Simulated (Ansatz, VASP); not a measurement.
## Two plane-wave programs on LiF

File INCAR:

```
SYSTEM = LiF
PREC = Accurate
ENCUT = 520
EDIFF = 1E-6
ISMEAR = 0
SIGMA = 0.01
LREAL = .False.
LASPH = .True.
NELM = 60
ALGO = Normal
ISIF = 2
LWAVE = .False.
LCHARG = .False.
GGA = CA
NBANDS = 18
```

Contents of KPOINTS:

```
regular mesh
0
Gamma
  12 12 6
  0 0 0
```

Contents of POSCAR:

```
LiF
1.0
    3.0810131961      0.0000000000      0.0000000000
   -1.5405065980      2.6682356972      0.0000000000
    0.0000000000      0.0000000000      4.7853416872
Li F
2 2
Direct
    0.3333333333      0.6666666667     -0.0074306400
    0.6666666667      0.3333333333      0.4925693600
    0.3333333333      0.6666666667      0.3824306400
    0.6666666667      0.3333333333      0.8824306400
```

Input for Ansatz:

```yaml
crystal:
  lattice:
    - [3.0810131961, 0.0, 0.0]
    - [-1.540506598, 2.6682356972, 0.0]
    - [0.0, 0.0, 4.7853416872]
  atoms:
    - { symbol: Li, position: [0.3333333333, 0.6666666667, -0.00743064] }
    - { symbol: Li, position: [0.6666666667, 0.3333333333, 0.49256936] }
    - { symbol: F, position: [0.3333333333, 0.6666666667, 0.38243064] }
    - { symbol: F, position: [0.6666666667, 0.3333333333, 0.88243064] }
kpoints:
  mp_grid: { grid: [12, 12, 6] }
  band_path:
    path:
      - [0.0, 0.0, 0.0]
      - [0.5, 0.0, 0.0]
      - [0.3333333333, 0.3333333333, 0.0]
      - [0.0, 0.0, 0.5]
      - [0.5, 0.0, 0.5]
      - [0.3333333333, 0.3333333333, 0.5]
    npoints: 1
hamiltonian:
  xc: lda
scf:
  occupations: { method: fixed }
  n_extra_bands: 5
output:
  forces: true
  stress: true
  eigenvalues: true
```

Alike in both runs: task single point; functional LDA; k mesh 12 × 12 × 6; no spin polarisation.

```csv
,VASP,Ansatz
version,VASP 6.6.1,Ansatz 0.2.0
potentials or method,"VASP PAW LDA potentials, release 64 (Li_sv, F)","plane waves, PAW"
plane-wave cutoff (eV),520,420
occupations,"gaussian, width 0.01 eV",fixed
valence electrons in the cell,20,20
```

Ansatz gave:

| Item | Value |
| --- | --- |
| gap on the k mesh at the Fermi level (eV) | 7.53 |
| rms of the force components (eV/Å) | 0.005 |

Problem. What did VASP give for the same quantities?

Solution. gap on the k mesh at the Fermi level (eV): 7.52; rms of the force components (eV/Å): 0.004.

LDA's correlation is that of Perdew and Zunger in VASP and of Perdew and Wang (1992) in Ansatz. Atom by atom the forces differ by 0.001 eV/Å (rms over components).

Noted on VASP's run: the cutoff is short for stress, so the pressure is rough.
